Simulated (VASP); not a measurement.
Set up this calculation in VASP 6.6.1, as the native input.

```
Task                   : single point
Functional             : PBE
Potentials or basis    : VASP PAW PBE potentials, release 64 (Ta_pv, As)
Cutoff                 : 520 eV
k mesh                 : 11 × 11 × 11
Occupations            : fermi-dirac, width 0.05 eV
Spin                   : no spin polarisation
Dipole correction      : no
Further INCAR settings : ALGO = Normal; EDIFF = 1e-06; NBANDS = 24
```

The structure of TaAs lies in POSCAR:

```
TaAs
1.0
   -1.7555829819      1.7555829819      5.9830284314
    1.7555829819     -1.7555829819      5.9830284314
    1.7555829819      1.7555829819     -5.9830284314
Ta As
2 2
Direct
    0.4999673000      0.4999673000      0.0000000000
    0.2499673000      0.7499673000      0.5000000000
    0.0826321200      0.0826321200      0.0000000000
    0.8326321200      0.3326321200      0.5000000000
```

The input as run:

INCAR

```
SYSTEM = TaAs
  PREC = Accurate
  ENCUT = 520
  EDIFF = 1E-6
  ISMEAR = -1
  SIGMA = 0.05
  LREAL = .False.
  LASPH = .True.
  NELM = 60
  ALGO = Normal
  ISIF = 2
  LWAVE = .False.
  LCHARG = .False.
  GGA = PE
  NBANDS = 24
```

KPOINTS

```
regular mesh
0
Gamma
  11 11 11
  0 0 0
```

Potentials or basis: VASP PAW PBE potentials, release 64 (Ta_pv, As).

Launch:

```bash
$ cat potpaw_PBE.64/Ta_pv/POTCAR potpaw_PBE.64/As/POTCAR > POTCAR
$ mpirun -np 1 vasp_std > vasp.out
```

Results of the run:

```
Pressure               : -7.1 GPa
Band gap on the k mesh : zero (bands 16 and 17 overlap by 0.01 eV)
```

Caveat: the cell stands under tension; spin-orbit coupling is left out, which moves the levels of the heavy elements.

Wall time 3.3 min on 1 thread of Intel(R) Xeon(R) 6975P-C (Granite Rapids) (shared host), peak memory 0.45 GiB.
